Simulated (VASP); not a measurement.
Set up this calculation in VASP 6.6.1, as the native input.

* Task: single point
* Functional: PBE
* Potentials or basis: VASP PAW PBE potentials, release 64 (Si, O)
* Cutoff: 520 eV
* k mesh: 6 × 6 × 2
* Occupations: gaussian, width 0.1 eV
* Spin: collinear spin, ferromagnetic start
* Starting moments: [0.0, 0.0, 0.0, 0.0, 0.0, 1.0] μB
* Dipole correction: no
* Further INCAR settings: ALGO = Normal; EDIFF = 1e-06; NBANDS = 26

The structure of Si5O lies in POSCAR:

```
Si5O
1.0
    4.7385121000      0.0000000000      0.0000000000
   -2.3692560500      4.1036718600      0.0000000000
    0.0000000000      0.0000000000      7.9386847100
Si O
5 1
Direct
    0.0000000000      0.0000000000      0.8891763100
    0.0000000000      0.0000000000      0.1108236900
    0.5000000000      0.0000000000      0.0000000000
    0.0000000000      0.5000000000      0.0000000000
    0.5000000000      0.5000000000      0.0000000000
    0.0000000000      0.0000000000      0.5000000000
```

The input as run:

INCAR

```
ALGO = Normal
EDIFF = 1E-6
ENCUT = 520
GGA = PE
ISIF = 2
ISMEAR = 0
ISPIN = 2
LASPH = T
LCHARG = F
LORBIT = 11
LREAL = F
LWAVE = F
MAGMOM = 0 0 0 0 0 1
NBANDS = 26
NELM = 150
PREC = Accurate
SIGMA = 0.1
```

KPOINTS

```
k-points
0
Gamma
  6 6 2
```

Potentials or basis: VASP PAW PBE potentials, release 64 (Si, O).

The run is started by

```sh
$ cat potpaw_PBE.64/Si/POTCAR potpaw_PBE.64/O/POTCAR > POTCAR
$ mpirun -np 1 vasp_std > vasp.out
```

It gave:

| Item | Value |
| --- | --- |
| Pressure | 14.6 GPa |
| Largest force | 19.122 eV/Å |
| Net moment | 1.22 μB per cell |
| Site moments | Si -0.04, -0.01; O +1.13 μB |
| Valence electrons inside the program's atomic spheres | Si 1.85, 1.65; O 4.61 |

Caveat: the k points lie up to 0.40 Å⁻¹ apart; forces of over 1 eV/Å act on the atoms, so gaps and moduli don't describe the material at rest.

It took 60 s on 1 thread of Intel(R) Xeon(R) 6975P-C (Granite Rapids), with other jobs on the host, peak memory 0.35 GiB.
